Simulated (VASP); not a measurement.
# I (R-3m) in VASP: single point with PBE

Aim: the single point of I with PBE.

Program: VASP 6.6.1. These are calculated values, not measurements. Logs are shortened: lines on timing, memory, paths and dates and some standing lists are left out, and cuts for length are marked.

## 1. The cell of the first run

It takes space group R-3m (No. 166, trigonal). Conventional cell: a = 3.795 Å, b = 3.795 Å, c = 38.919 Å, α = 90.00°, β = 90.00°, γ = 120.00°. I (site symmetry 3m) has 10 I at 2.75 to 3.80 Å within 3.8 Å. I (site symmetry 3m) has 12 I at 3.70 to 4.79 Å within 4.9 Å.

## 2. Single point, PBE

The input, INCAR:

```
SYSTEM = I
ALGO     = Normal         ! electronic algorithm
EDIFF    = 1E-7           ! SCF threshold, eV
ENCUT    = 520            ! plane-wave cutoff, eV
GGA      = PE             ! functional
ISIF     = 2              ! what is computed and relaxed
ISMEAR   = 0              ! smearing method
LASPH    = .TRUE.         ! aspherical terms in the spheres
LCHARG   = .TRUE.         ! write CHGCAR
LELF     = .TRUE.         ! ELF
LREAL    = .FALSE.        ! projectors in reciprocal space
LVHAR    = .TRUE.       
LWAVE    = .FALSE.        ! write WAVECAR
NBANDS   = 22             ! bands
NELM     = 100            ! most SCF steps
PREC     = Accurate       ! precision mode
SIGMA    = 0.1            ! smearing width, eV
```

The input, KPOINTS:

```
k-points
0
G
  6 6 6
  0 0 0
```

The input, POSCAR:

```
I
1.0
    1.8977022928      1.0956389296     12.9728507639
   -1.8977022928      1.0956389296     12.9728507639
    0.0000000000     -2.1912778592     12.9728507639
I
4
Direct
    0.0353939491      0.0353939491      0.0353939491
    0.9646060509      0.9646060509      0.9646060509
    0.2213347428      0.2213347428      0.2213347428
    0.7786652572      0.7786652572      0.7786652572
```

Potentials or basis: VASP PAW PBE potentials, release 64 (I).

The run is started by

```sh
$ cat potpaw_PBE.64/I/POTCAR > POTCAR
$ mpirun -np 1 vasp_std > vasp.out
```

OUTCAR:

```text
SYSTEM = I
   EDIFF = 1E-7
   ENCUT = 520
   GGA = PE
   ISIF = 2
   ISMEAR = 0
   LASPH = .TRUE.
   LREAL = .FALSE.
   NELM = 100
   PREC = Accurate

 ion  position               nearest neighbor table
   1  0.035  0.035  0.035-   2 2.75
   2  0.965  0.965  0.965-   1 2.75
   3  0.221  0.221  0.221-
   4  0.779  0.779  0.779-

  LATTYP: Found a trigonal (rhomboedric) cell.
 ALAT       =    13.1566164191
 COS(alpha) =     0.9583899982

  Lattice vectors:

 A1 = (   1.8977022928,   1.0956389296,  12.9728507639)
 A2 = (  -1.8977022928,   1.0956389296,  12.9728507639)
 A3 = (   0.0000000000,  -2.1912778592,  12.9728507639)

Analysis of symmetry for initial positions (statically):
=====================================================================
 Subroutine PRICEL returns:
 Original cell was already a primitive cell.

 Routine SETGRP: Setting up the symmetry group for a
 trigonal (rhombohedral) supercell.

 Subroutine GETGRP returns: Found 12 space group operations
 (whereof 12 operations were pure point group operations)
 out of a pool of 12 trial point group operations.

The static configuration has the point symmetry D_3d.

Analysis of symmetry for dynamics (positions and initial velocities):
=====================================================================
 Subroutine PRICEL returns:
 Original cell was already a primitive cell.

 Routine SETGRP: Setting up the symmetry group for a
 trigonal (rhombohedral) supercell.

 Subroutine GETGRP returns: Found 12 space group operations
 (whereof 12 operations were pure point group operations)
 out of a pool of 12 trial point group operations.

The dynamic configuration has the point symmetry D_3d.

 Subroutine INISYM returns: Found 12 space group operations
 (whereof 12 operations are pure point group operations),
 and found     1 'primitive' translations

----------------------------------------------------------------------------------------

                                     Primitive cell

  volume of cell :     161.8386

  direct lattice vectors                    reciprocal lattice vectors
     1.897702293  1.095638930 12.972850764     0.263476522  0.152118241  0.025694686
    -1.897702293  1.095638930 12.972850764    -0.263476522  0.152118241  0.025694686
     0.000000000 -2.191277859 12.972850764     0.000000000 -0.304236482  0.025694686

  length of vectors
    13.156616419 13.156616419 13.156616419     0.305319593  0.305319593  0.305319593

  position of ions in fractional coordinates (direct lattice)
     0.035393949  0.035393949  0.035393949
     0.964606051  0.964606051  0.964606051
     0.221334743  0.221334743  0.221334743
     0.778665257  0.778665257  0.778665257

  ion indices of the primitive-cell ions
   primitive index   ion index
                 1           1
                 2           2
                 3           3
                 4           4

----------------------------------------------------------------------------------------

 KPOINTS: k-points

Automatic generation of k-mesh.
 Grid dimensions read from file:
 generate k-points for:    6    6    6

 Generating k-lattice:

  Cartesian coordinates                     Fractional coordinates (reciprocal lattice)
     0.043912754  0.025353040  0.004282448     0.166666667  0.000000000  0.000000000
    -0.043912754  0.025353040  0.004282448     0.000000000  0.166666667  0.000000000
     0.000000000 -0.050706080  0.004282448     0.000000000  0.000000000  0.166666667

  Length of vectors
     0.050886599  0.050886599  0.050886599

  Shift w.r.t. Gamma in fractional coordinates (k-lattice)
     0.000000000  0.000000000  0.000000000

 Subroutine IBZKPT returns following result:
 ===========================================

 Found     32 irreducible k-points:

 Following reciprocal coordinates:
            Coordinates               Weight
  0.000000  0.000000  0.000000      1.000000
  0.166667  0.000000 -0.000000      6.000000
  0.333333  0.000000 -0.000000      6.000000
  0.500000 -0.000000 -0.000000      3.000000
  0.166667  0.166667 -0.000000      6.000000
  0.333333  0.166667 -0.000000     12.000000
[... 16 lines left out ...]
  0.500000  0.500000  0.166667      6.000000
 -0.333333  0.500000  0.166667     12.000000
 [... further k-points ...]
   k-points           NKPTS =     32   k-points in BZ     NKDIM =     32   number of bands    NBANDS=     22
   number of dos      NEDOS =    301   number of ions     NIONS =      4
   total plane-waves  NPLWV = 941192
   dimension x,y,z NGX =    98 NGY =   98 NGZ =   98
   dimension x,y,z NGXF=   196 NGYF=  196 NGZF=  196
   ions per type =               4
   NGX,Y,Z   is equivalent  to a cutoff of  12.38, 12.38, 12.38 a.u.
   NGXF,Y,Z  is equivalent  to a cutoff of  24.77, 24.77, 24.77 a.u.
 SYSTEM =  I
   PREC   = accura    normal or accurate (medium, high low for compatibility)
   ISTART =      0    job   : 0-new  1-cont  2-samecut
   ICHARG =      2    charge: 1-file 2-atom 10-const
   ISPIN  =      1    spin polarized calculation?
   LNONCOLLINEAR =      F non collinear calculations
   LSORBIT =      F    spin-orbit coupling
   LASPH  =      T    aspherical Exc in radial PAW
   ENCUT  =  520.0 eV  38.22 Ry    6.18 a.u.  24.46 24.46 24.46*2*pi/ulx,y,z
   NELM   =    100;   NELMIN=  2; NELMDL= -5     # of ELM steps
   EDIFF  = 0.1E-06   stopping-criterion for ELM
   LREAL  =      F    real-space projection
   EDIFFG = 0.1E-05   stopping-criterion for IOM
   NSW    =      0    number of steps for IOM
   IBRION =     -1    ionic relax: 0-MD 1-quasi-New 2-CG
   NFREE  =      0    steps in history (QN), initial steepest desc. (CG)
   ISIF   =      2    stress and relaxation
   ISYM   =      2    0-nonsym 1-usesym 2-fastsym
   POTIM  = 0.5000    time-step for ionic-motion
   TEBEG  =    0.0;   TEEND  =   0.0 temperature during run
   PSTRESS=    0.0 pullay stress
   NELECT =      28.0000    total number of electrons
   NUPDOWN=      -1.0000    fix difference up-down
   EMIN   =  10.00;   EMAX   =-10.00  energy-range for DOS
   EFERMI =   0.00;   METHOD = LEGACY
   ISMEAR =     0;   SIGMA  =   0.10  broadening in eV -4-tet -1-fermi 0-gaus
   EFERMI_NEDOS =   21; number of points for ismear=-14 and -15
   IALGO  =     38    algorithm
   IMIX   =      4    mixing-type and parameters
     AMIX     =   0.40;   BMIX     =  1.00
     AMIX_MAG =   1.60;   BMIX_MAG =  1.00
  volume/ion in A,a.u.               =      40.46       273.04
  Fermi-wavevector in a.u.,A,eV,Ry     =   0.912221  1.723848 11.322051  0.832147
  Thomas-Fermi vector in A             =   2.036592
   LORBIT       =      0    0 simple, 1 ext, 2 COOP (PROOUT), +10 PAW based schemes
   GGA     = PE    functional components
   LHFCALC =     F    Hartree Fock is set to
   AEXX    =    0.0000 exact exchange contribution
   IVDW    =     0    specifies the selected vdW correction
   LEPSILON=     F    determine dielectric tensor
   LRPA    =     F    only Hartree local field effects (RPA)
 non-spin polarized calculation
 Gauss-broadening in eV      SIGMA  =   0.10
  energy-cutoff  :      520.00
  volume of cell :      161.84
 maximum number of plane-waves:      4380
 NGX is ok and might be reduce to    98
   NGX = 49   NGY = 49   NGZ = 49

 number of electron      28.0000000 magnetization

 Free energy of the ion-electron system (eV)
  ---------------------------------------------------
  ext. energy  EPLUGINS =         0.00000000
  ---------------------------------------------------
  free energy    TOTEN  =        -4.84566562 eV

  energy without entropy =       -4.81696034  energy(sigma->0) =       -4.83131298

 E-fermi :   3.0510     XC(G=0):  -8.3179

 val. band max:        3.0494474829   @ k =   0.3333   0.3333  -0.0000
 cond. band min:       3.0614840315   @ k =  -0.3333   0.3333   0.3333
 fundamental gap:      0.0120365486
 Fermi energy:         3.0509618862

 k-point     1 :       0.0000    0.0000    0.0000
  band No.  band energies     occupation
      1     -11.0587      2.00000
      2      -9.5220      2.00000
      3      -9.0440      2.00000
      4      -8.6956      2.00000
      5      -1.9633      2.00000
      6       0.9854      2.00000
[... 14 lines left out ...]
     21      10.7741      0.00000
     22      11.5631      0.00000

 k-point     2 :       0.1667    0.0000   -0.0000
  band No.  band energies     occupation
      1     -10.8946      2.00000
      2      -9.3251      2.00000
      3      -8.8697      2.00000
      4      -8.5579      2.00000
      5      -1.7896      2.00000
      6       0.8964      2.00000
[... 14 lines left out ...]
     21      10.9262      0.00000
     22      11.6454      0.00000

 k-point     3 :       0.3333    0.0000   -0.0000
  band No.  band energies     occupation
      1     -10.5263      2.00000
      2      -8.8516      2.00000
      3      -8.4764      2.00000
      4      -8.2798      2.00000
      5      -1.4544      2.00000
      6      -0.7925      2.00000
[... 14 lines left out ...]
     21      10.3259      0.00000
     22      11.1955      0.00000

 k-point     4 :       0.5000   -0.0000   -0.0000
  band No.  band energies     occupation
      1     -10.3158      2.00000
      2      -8.5354      2.00000
      3      -8.2491      2.00000
      4      -8.1682      2.00000
      5      -1.5276      2.00000
      6      -1.3517      2.00000
[... 14 lines left out ...]
     21       9.8679      0.00000
     22      10.1310      0.00000

 k-point     5 :       0.1667    0.1667   -0.0000
  band No.  band energies     occupation
      1     -10.8945      2.00000
      2      -9.3267      2.00000
      3      -8.8651      2.00000
      4      -8.5611      2.00000
      5      -1.7865      2.00000
      6       0.8700      2.00000
[... 417 lines left out ...]
 k-point    22 :      -0.1667    0.3333    0.1667
  band No.  band energies     occupation
      1     -10.3204      2.00000
      2      -8.5514      2.00000
      3      -8.2501      2.00000
      4      -8.1629      2.00000
      5      -1.3148      2.00000
      6      -1.1504      2.00000
[... 14 lines left out ...]
     21      10.8940      0.00000
     22      11.2037      0.00000

 k-point    23 :       0.5000    0.5000    0.1667
  band No.  band energies     occupation
      1     -10.5262      2.00000
      2      -8.8602      2.00000
      3      -8.4436      2.00000
      4      -8.3044      2.00000
      5      -1.4527      2.00000
      6      -0.7957      2.00000
[... 14 lines left out ...]
     21      10.4753      0.00000
     22      10.8405      0.00000

 k-point    24 :      -0.3333    0.5000    0.1667
  band No.  band energies     occupation
      1     -10.3204      2.00000
      2      -8.5547      2.00000
      3      -8.2319      2.00000
      4      -8.1779      2.00000
      5      -1.3210      2.00000
      6      -1.1481      2.00000
[... 14 lines left out ...]
     21      10.8432      0.00000
     22      10.9460      0.00000

 [... further k-points ...]
[... 5 lines left out ...]
  --------------------------------------------------------------------------------------
  -------------------------------------------------------------------------------------
  Total       -0.0652696     -0.0652696      0.0188168      0.0000000     -0.0000000      0.0000000
  in kB       -0.6461591     -0.6461591      0.1862830      0.0000000     -0.0000000      0.0000000
  external PRESSURE =      -0.3686784 kB  Pullay stress =       0.0000000 kB

 VOLUME and BASIS-vectors are now :
 -----------------------------------------------------------------------------
  energy-cutoff  :      520.00
  volume of cell :      161.84
      direct lattice vectors                 reciprocal lattice vectors
     1.897702293  1.095638930 12.972850764     0.263476522  0.152118241  0.025694686
    -1.897702293  1.095638930 12.972850764    -0.263476522  0.152118241  0.025694686
     0.000000000 -2.191277859 12.972850764     0.000000000 -0.304236482  0.025694686

 POSITION                                       TOTAL-FORCE (eV/Angst)
 -----------------------------------------------------------------------------------
      0.00000      0.00000      1.37748         0.000000     -0.000000     -0.053049
      0.00000      0.00000     37.54107         0.000000      0.000000      0.053049
      0.00000      0.00000      8.61403         0.000000      0.000000     -0.007454
      0.00000      0.00000     30.30452         0.000000      0.000000      0.007454
 -----------------------------------------------------------------------------------
    total drift:                                0.000000     -0.000000      0.000000

  FREE ENERGIE OF THE ION-ELECTRON SYSTEM (eV)
  ---------------------------------------------------
  free  energy   TOTEN  =        -4.8456656180 eV

  energy  without entropy=       -4.8169603380  energy(sigma->0) =       -4.83131298
```

It took 31 min on 1 thread of Intel Xeon Platinum 8259CL at 2.50GHz (Skylake/Cascade Lake), shared host; peak memory 1.4 GiB.

What came out:

```yaml
Free_energy: -4.8457 eV
Pressure: 0.0 GPa
Largest_force: 0.053 eV/Å
Band_gap_on_the_k_mesh: zero (bands 14 and 15 overlap by 1.31 eV)
```

Forces in eV/Å, atoms in the order of the input:
```
I    0.000  0.000 -0.053
I    0.000  0.000  0.053
I    0.000  0.000 -0.007
I    0.000  0.000  0.007
```

Levels at points of the mesh, in eV from the Fermi level:
| k point | band 12 | band 13 | band 14 | band 15 | band 16 | band 17 |
| --- | --- | --- | --- | --- | --- | --- |
| (0.00, 0.00, 0.00) | 0.72 | 0.72 | 0.80 | 0.80 | 1.26 | 5.12 |
| (0.50, 0.00, 0.00) | -0.73 | -0.69 | -0.14 | 0.08 | 0.97 | 5.01 |
| (0.50, 0.50, 0.00) | -0.71 | -0.49 | -0.21 | 0.12 | 1.05 | 4.98 |
| (0.50, 0.50, 0.50) | 0.69 | 0.69 | 0.82 | 0.82 | 0.90 | 5.14 |

Caveat: spin-orbit coupling is left out, which moves the levels of the heavy elements.
